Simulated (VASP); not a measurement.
Runs of VASP 6.6.1 on Re. The structure is that of space group Fm-3m (No. 225), or close to it. The cells are those of the table. 

```csv
cell,gap on the mesh (eV),pressure (GPa)
"a = 2.335 Å, angles 60.0°, 1 atom",none,(a)
"a = 2.768 Å, angles 60.0°, 1 atom",none,-0.6
"a = 2.570 Å, angles 60.0°, 1 atom",none,134.3
"a = 2.673 Å, angles 60.0°, 1 atom",none,48.5
```

Alike in all rows: task single point; level PBE; potentials or basis VASP PAW PBE potentials, release 64 (Re); no spin polarisation; k mesh 17 × 17 × 17; cutoff (eV) 520; smearing fermi-dirac 0.05 eV.

**Question.** Estimate the missing entries.

**Answer.** (a) 556.2.

Caveats: spin-orbit coupling is left out, which moves the levels of the heavy elements.

A k mesh can miss the band edges, and the runs leave out spin-orbit coupling on Re.

A gap of «none» marks levels without a gap at the run's occupations.
